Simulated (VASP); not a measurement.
## BaZrO3: single point with PBE

BaZrO3:

```
CELL_PARAMETERS angstrom
4.26902 0.00000 0.00000
0.00000 4.26902 0.00000
0.00000 0.00000 4.26902
ATOMIC_POSITIONS crystal
Ba 0.00000 0.00000 0.00000
Zr 0.50000 0.50000 0.50000
O 0.00000 0.50000 0.50000
O 0.50000 0.00000 0.50000
O 0.50000 0.50000 0.00000
```

This cell differs from its parent crystal: volume scaled by 1.03.

```yaml
Program: VASP 6.6.1
Task: single point
Functional: PBE
Potentials_or_basis: VASP PAW PBE potentials, release 64 (Ba_sv, Zr_sv, O)
Cutoff: 520 eV
k_mesh: 6 × 6 × 6
Occupations: gaussian, width 0.02 eV
Spin: no spin polarisation
Dipole_correction: no
Further_INCAR_settings: ALGO = Normal; EDIFF = 1e-07; NBANDS = 28
```

```yaml
Pressure: -3.3 GPa
Band_gap_on_the_k_mesh: 3.06 eV, indirect (least direct gap 3.34 eV)
```

Levels at points of the mesh, in eV from the valence-band top:
| k point | band 16 | band 17 | band 18 | band 19 | band 20 | band 21 | band 22 | band 23 | band 24 | band 25 |
| --- | --- | --- | --- | --- | --- | --- | --- | --- | --- | --- |
| (0.00, 0.00, 0.00) | -0.91 | -0.91 | -0.28 | -0.28 | -0.28 | 3.06 | 3.06 | 3.06 | 4.58 | 4.58 |
| (0.50, 0.00, 0.00) | -1.65 | -1.65 | -1.54 | -0.52 | -0.52 | 3.46 | 5.35 | 5.35 | 6.23 | 6.41 |
| (0.50, 0.50, 0.00) | -2.24 | -0.93 | -0.93 | -0.91 | -0.07 | 5.33 | 5.33 | 6.13 | 6.16 | 7.31 |
| (0.50, 0.50, 0.50) | -2.50 | -2.50 | 0.00 | 0.00 | 0.00 | 5.77 | 5.77 | 5.77 | 6.53 | 6.53 |

Wall time 77 s on 1 thread of AMD EPYC 7R13, with other jobs on the host, peak memory 0.17 GiB.

Caveat: spin-orbit coupling is left out, which moves the levels of the heavy elements. A k mesh can miss the band edges.
